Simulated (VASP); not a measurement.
A run of VASP 6.6.1 is set up as follows.

Contents of INCAR:

```
  ALGO = Normal
  EDIFF = 1E-6
  ENCUT = 520
  GGA = PE
  ISIF = 2
  ISMEAR = -1
  LASPH = True
  LCHARG = False
  LREAL = False
  LWAVE = False
  NBANDS = 42
  NELM = 80
  PREC = Accurate
  SIGMA = 0.1
```

Contents of KPOINTS:

```
k-points
0
Gamma
  6 6 6
```

The input POSCAR:

```
Ti2BO6
1.0
   -0.0000002065      3.7824098787     -0.0000001142
    5.4323783018     -1.8912045940      1.6166638871
   -3.7165588086      1.8912045112     -7.4597176585
B Ti O
1 2 6
Direct
    0.0000000000      0.0000000000      0.0000000000
    0.7894488793      0.2650734355      0.6861756768
    0.2105511207      0.7349265645      0.3138243232
    0.9511275184      0.7146695243      0.8124144874
    0.0488724816      0.2853304757      0.1875855126
    0.6804599832      0.2387779058      0.8778579394
    0.3195400168      0.7612220942      0.1221420606
    0.2973899997      0.1939417018      0.5991617024
    0.7026100003      0.8060582982      0.4008382976
```

Potentials or basis: VASP PAW PBE potentials, release 64 (B, Ti_sv, O).

The run is started by

```console
$ cat potpaw_PBE.64/B/POTCAR potpaw_PBE.64/Ti_sv/POTCAR potpaw_PBE.64/O/POTCAR > POTCAR
$ mpirun -np 1 vasp_std > vasp.out
```

(1) Predict the band gap on the k mesh.

(2) What does it give for the largest force?

(3) Estimate the pressure.

Answers

(1) zero (an odd number of electrons rules out a gap without spin polarisation).

(2) 0.209 eV/Å.

(3) 0.4 GPa.

Caveat: an odd number of electrons without spin polarisation forces a metal; a magnetic or distorted state may lie lower; semilocal functionals often make such compounds metallic where correlation or magnetic order opens a gap, which also shifts bond lengths.
